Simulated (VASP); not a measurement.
The system is InSe.

```xyz
4
Lattice="2.0263 1.1699 8.5511 -2.0263 1.1699 8.5511 0.0000 -2.3398 8.5511" Properties=species:S:1:pos:R:3 pbc="T T T"
In    0.0000    0.0000   22.7954
In    0.0000    0.0000    0.0000
Se    0.0000    0.0000    4.4098
Se    0.0000    0.0000    9.8380
```

Base run:

| Quantity | Value |
| --- | --- |
| Program | VASP 6.6.1 |
| Functional | r2SCAN |
| Potentials or basis | VASP PAW PBE potentials, release 64 (In_d, Se) |
| Cutoff | 520 eV |
| k mesh | 8 × 8 × 8 |
| Occupations | fermi-dirac, width 0.05 eV |
| Spin | no spin polarisation |

Its results: band gap on the k mesh 0.74 eV; pressure -0.9 GPa; largest force 0.259 eV/Å.

Q: The run is repeated on the same cell with these changes: functional from r2SCAN to PBEsol; dispersion from none to D3(BJ). What comes out?

A: Band gap on the k mesh 0.24 eV; pressure -3.1 GPa; largest force 0.193 eV/Å.

Several settings changed at once.

Caveats: semilocal functionals underestimate gaps, and a narrow one can read as zero; the PAW data sets were made with another functional, which shifts forces and pressure a little; spin-orbit coupling is left out, which moves the levels of the heavy elements; the cell stands under tension (at least some runs).

A k mesh can miss the band edges.
